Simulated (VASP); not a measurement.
# LaYF6 in VASP: single point with PBEsol

Aim: the single point of LaYF6 with PBEsol.

All numbers are computed with VASP 6.6.1; they aren't measurements. Logs are shortened: lines on timing, memory, paths and dates and some standing lists are left out, and cuts for length are marked.

### 1 The cell of the first run

The typed cell holds 8 atoms: a = 6.353 Å, b = 6.353 Å, c = 6.353 Å, α = 59.88°, β = 59.88°, γ = 59.88°.

### 2 Single point, PBEsol

Input file INCAR:

```
PREC = Accurate
ENCUT = 520
EDIFF = 1E-7
ISMEAR = -1
SIGMA = 0.03
LREAL = False
LASPH = True
NELM = 60
ALGO = Normal
ISIF = 2
LWAVE = False
LCHARG = False
GGA = PS
NBANDS = 42
```

Input file KPOINTS:

```
regular mesh
0
Gamma
  6 6 6
```

Input file POSCAR:

```
LaYF6
1.0
    3.1707000646      1.8306045358      5.1920196909
   -3.1707000646      1.8306045358      5.1920196909
    0.0000000000     -3.6612090716      5.1920196909
La Y F
1 1 6
Direct
    0.5000000000      0.5000000000      0.5000000000
    0.0000000000      0.0000000000      0.0000000000
    0.7583712169      0.7584338829      0.2416842949
    0.7584338829      0.2416842949      0.7583712169
    0.7583157051      0.2416287831      0.2415661171
    0.2415661171      0.7583157051      0.2416287831
    0.2416287831      0.2415661171      0.7583157051
    0.2416842949      0.7583712169      0.7584338829
```

Potentials or basis: VASP PAW PBE potentials, release 64 (La, Y_sv, F).

Started as:

```bash
$ cat potpaw_PBE.64/La/POTCAR potpaw_PBE.64/Y_sv/POTCAR potpaw_PBE.64/F/POTCAR > POTCAR
$ mpirun -np 1 vasp_std > vasp.out
```

OUTCAR:

```text
PREC = Accurate
   ENCUT = 520
   EDIFF = 1E-7
   ISMEAR = -1
   LREAL = False
   LASPH = True
   NELM = 60
   ISIF = 2
   GGA = PS

 ion  position               nearest neighbor table
   1  0.500  0.500  0.500-   3 2.32   7 2.32   5 2.32   8 2.32   4 2.32   6 2.32
   2  0.000  0.000  0.000-   3 2.17   7 2.17   6 2.17   4 2.17   5 2.17   8 2.17
   3  0.758  0.758  0.242-   2 2.17   1 2.32
   4  0.758  0.242  0.758-   2 2.17   1 2.32
   5  0.758  0.242  0.242-   2 2.17   1 2.32
   6  0.242  0.758  0.242-   2 2.17   1 2.32
   7  0.242  0.242  0.758-   2 2.17   1 2.32
   8  0.242  0.758  0.758-   2 2.17   1 2.32

  LATTYP: Found a trigonal (rhomboedric) cell.
 ALAT       =     6.3530717245
 COS(alpha) =     0.5018354702

  Lattice vectors:

 A1 = (   3.1707000646,   1.8306045358,   5.1920196909)
 A2 = (  -3.1707000646,   1.8306045358,   5.1920196909)
 A3 = (   0.0000000000,  -3.6612090716,   5.1920196909)

Analysis of symmetry for initial positions (statically):
=====================================================================
 Subroutine PRICEL returns:
 Original cell was already a primitive cell.

 Routine SETGRP: Setting up the symmetry group for a
 trigonal (rhombohedral) supercell.

 Subroutine GETGRP returns: Found  6 space group operations
 (whereof  6 operations were pure point group operations)
 out of a pool of 12 trial point group operations.

The static configuration has the point symmetry S_6 .

Analysis of symmetry for dynamics (positions and initial velocities):
=====================================================================
 Subroutine PRICEL returns:
 Original cell was already a primitive cell.

 Routine SETGRP: Setting up the symmetry group for a
 trigonal (rhombohedral) supercell.

 Subroutine GETGRP returns: Found  6 space group operations
 (whereof  6 operations were pure point group operations)
 out of a pool of 12 trial point group operations.

The dynamic configuration has the point symmetry S_6 .

 Subroutine INISYM returns: Found  6 space group operations
 (whereof  6 operations are pure point group operations),
 and found     1 'primitive' translations

----------------------------------------------------------------------------------------

                                     Primitive cell

  volume of cell :     180.8162

  direct lattice vectors                    reciprocal lattice vectors
     3.170700065  1.830604536  5.192019691     0.157693881  0.091044605  0.064201092
    -3.170700065  1.830604536  5.192019691    -0.157693881  0.091044605  0.064201092
     0.000000000 -3.661209072  5.192019691     0.000000000 -0.182089210  0.064201092
[... 104 lines left out ...]
   POTIM  = 0.5000    time-step for ionic-motion
   TEBEG  =    0.0;   TEEND  =   0.0 temperature during run
   PSTRESS=    0.0 pullay stress
   NELECT =      64.0000    total number of electrons
   NUPDOWN=      -1.0000    fix difference up-down
   EMIN   =  10.00;   EMAX   =-10.00  energy-range for DOS
   EFERMI =   0.00;   METHOD = LEGACY
   ISMEAR =    -1;   SIGMA  =   0.03  broadening in eV -4-tet -1-fermi 0-gaus
   EFERMI_NEDOS =   21; number of points for ismear=-14 and -15
   IALGO  =     38    algorithm
   IMIX   =      4    mixing-type and parameters
     AMIX     =   0.40;   BMIX     =  1.00
     AMIX_MAG =   1.60;   BMIX_MAG =  1.00
  volume/ion in A,a.u.               =      22.60       152.53
  Fermi-wavevector in a.u.,A,eV,Ry     =   1.158037  2.188372 18.246086  1.341049
  Thomas-Fermi vector in A             =   2.294643
   LORBIT       =      0    0 simple, 1 ext, 2 COOP (PROOUT), +10 PAW based schemes
   GGA     = PS    functional components
   LHFCALC =     F    Hartree Fock is set to
   AEXX    =    0.0000 exact exchange contribution
   IVDW    =     0    specifies the selected vdW correction
   LEPSILON=     F    determine dielectric tensor
   LRPA    =     F    only Hartree local field effects (RPA)
 non-spin polarized calculation
  energy-cutoff  :      520.00
  volume of cell :      180.82
 maximum number of plane-waves:      4909
   NGX = 23   NGY = 23   NGZ = 23

 number of electron      64.0000029 magnetization

 Free energy of the ion-electron system (eV)
  ---------------------------------------------------
  ext. energy  EPLUGINS =         0.00000000
  ---------------------------------------------------
  free energy    TOTEN  =       -56.44889909 eV

  energy without entropy =      -56.44889909  energy(sigma->0) =      -56.44889909

 E-fermi :  -2.9021     XC(G=0):  -7.2543

 val. band max:       -3.5878587655   @ k =   0.0000   0.0000   0.0000
 cond. band min:       3.6059516044   @ k =   0.0000   0.0000   0.0000
 fundamental gap:      7.1938103699
 Fermi energy:        -2.9021132313

 k-point     1 :       0.0000    0.0000    0.0000
  band No.  band energies     occupation
      1     -41.3649      2.00000
      2     -31.3803      2.00000
      3     -23.6972      2.00000
      4     -23.6932      2.00000
      5     -23.6932      2.00000
      6     -22.8327      2.00000
[... 1069 lines left out ...]
     41       4.9532      0.00000
     42       5.1517      0.00000

 [... further k-points ...]

------------------------ aborting loop because EDIFF is reached ----------------------------------------

  FORCE on cell =-STRESS in cart. coord.  units (eV):
  Direction    XX          YY          ZZ          XY          YZ          ZX
  --------------------------------------------------------------------------------------
  -------------------------------------------------------------------------------------
  Total       -0.2205988     -0.2205988     -0.2635806      0.0000000      0.0000000     -0.0000000
  in kB       -1.9546837     -1.9546837     -2.3355366      0.0000000      0.0000000     -0.0000000
  external PRESSURE =      -2.0816347 kB  Pullay stress =       0.0000000 kB

 VOLUME and BASIS-vectors are now :
 -----------------------------------------------------------------------------
  energy-cutoff  :      520.00
  volume of cell :      180.82
      direct lattice vectors                 reciprocal lattice vectors
     3.170700065  1.830604536  5.192019691     0.157693881  0.091044605  0.064201092
    -3.170700065  1.830604536  5.192019691    -0.157693881  0.091044605  0.064201092
     0.000000000 -3.661209072  5.192019691     0.000000000 -0.182089210  0.064201092

 POSITION                                       TOTAL-FORCE (eV/Angst)
 -----------------------------------------------------------------------------------
      0.00000      0.00000      7.78803         0.000000      0.000000      0.000000
      0.00000      0.00000      0.00000         0.000000      0.000000      0.000000
     -0.00020      1.89181      9.13011         0.000028     -0.014078     -0.010010
      1.63846     -0.94573      9.13011        -0.012206      0.007015     -0.010010
      1.63826      0.94608      6.44595        -0.012178     -0.007063      0.010010
     -1.63846      0.94573      6.44595         0.012206     -0.007015      0.010010
      0.00020     -1.89181      6.44595        -0.000028      0.014078      0.010010
     -1.63826     -0.94608      9.13011         0.012178      0.007063     -0.010010
 -----------------------------------------------------------------------------------
    total drift:                                0.000000      0.000000     -0.000000

  FREE ENERGIE OF THE ION-ELECTRON SYSTEM (eV)
  ---------------------------------------------------
  free  energy   TOTEN  =       -56.4488990883 eV

  energy  without entropy=      -56.4488990883  energy(sigma->0) =      -56.44889909
```

OSZICAR:

```text
N       E                     dE             d eps       ncg     rms          rms(c)
DAV:   1     0.940103474166E+03    0.94010E+03   -0.27970E+04  3384   0.184E+03
DAV:   2     0.147124990888E+03   -0.79298E+03   -0.70211E+03  4204   0.462E+02
DAV:   3    -0.467788425738E+02   -0.19390E+03   -0.18069E+03  4398   0.217E+02
DAV:   4    -0.612154733009E+02   -0.14437E+02   -0.14356E+02  5288   0.610E+01
DAV:   5    -0.618020136472E+02   -0.58654E+00   -0.58581E+00  5472   0.104E+01    0.365E+01
DAV:   6    -0.564389955140E+02    0.53630E+01   -0.28927E+01  4520   0.267E+01    0.311E+01
DAV:   7    -0.563927623459E+02    0.46233E-01   -0.18394E+00  6080   0.843E+00    0.188E+01
DAV:   8    -0.564316143182E+02   -0.38852E-01   -0.33464E-01  5640   0.480E+00    0.908E-01
DAV:   9    -0.564372336034E+02   -0.56193E-02   -0.80595E-02  5510   0.186E+00    0.459E-01
DAV:  10    -0.564433140934E+02   -0.60805E-02   -0.10035E-02  4976   0.670E-01    0.187E-01
DAV:  11    -0.564476299921E+02   -0.43159E-02   -0.32442E-03  5272   0.363E-01    0.116E-01
DAV:  12    -0.564489103510E+02   -0.12804E-02   -0.11414E-03  5192   0.192E-01    0.764E-02
DAV:  13    -0.564489091341E+02    0.12168E-05   -0.93221E-05  5608   0.537E-02    0.417E-02
DAV:  14    -0.564488995907E+02    0.95434E-05   -0.32958E-05  5080   0.357E-02    0.199E-02
DAV:  15    -0.564488988783E+02    0.71239E-06   -0.13045E-05  6224   0.209E-02    0.496E-03
DAV:  16    -0.564488990252E+02   -0.14682E-06   -0.12600E-06  4976   0.543E-03    0.298E-03
DAV:  17    -0.564488990883E+02   -0.63168E-07   -0.42210E-07  4576   0.349E-03
   1 F= -.56448899E+02 E0= -.56448899E+02  d E =-.574365E-10
```

stdout:

```text
POSCAR found type information on POSCAR LaY F
 POSCAR found :  3 types and       8 ions
 scaLAPACK will be used
 -----------------------------------------------------------------------------
|                                                                             |
|                                                                             |
|     You enforced a specific xc type in the INCAR file but a different       |
|     I HOPE YOU KNOW WHAT YOU ARE DOING!                                     |
|                                                                             |
 -----------------------------------------------------------------------------

 LDA part: xc-table for (Slater+PW92), standard interpolation
 POSCAR, INCAR and KPOINTS ok, starting setup
 FFT: planning ... GRIDC
 FFT: planning ... GRID_SOFT
 FFT: planning ... GRID
 WAVECAR not read
 entering main loop
```

It took 8.9 min on 1 thread of AMD EPYC 7R43 (Zen 3), shared host; peak memory 0.49 GiB.

What came out:

```yaml
Free_energy: -56.4489 eV
Pressure: -0.2 GPa
Largest_force: 0.017 eV/Å
Band_gap_on_the_k_mesh: 7.19 eV
```

Forces in eV/Å, atoms in the order of the input:
```
La   0.000  0.000  0.000
Y    0.000  0.000  0.000
F    0.000 -0.014 -0.010
F   -0.012  0.007 -0.010
F   -0.012 -0.007  0.010
F    0.012 -0.007  0.010
F    0.000  0.014  0.010
F    0.012  0.007 -0.010
```

Levels at points of the mesh, in eV from the valence-band top:
```csv
k point,band 30,band 31,band 32,band 33,band 34,band 35
"(0.00, 0.00, 0.00)",0.00,0.00,0.00,7.19,7.25,7.34
"(0.50, 0.00, 0.00)",-0.19,-0.18,-0.17,7.22,7.29,7.29
"(0.50, 0.50, 0.00)",-0.16,-0.13,0.00,7.23,7.33,7.34
"(0.50, 0.50, 0.50)",-0.19,-0.17,-0.17,7.22,7.29,7.29
```

Caveat: the PAW data sets were made with another functional, which shifts forces and pressure a little; spin-orbit coupling is left out, which moves the levels of the heavy elements.
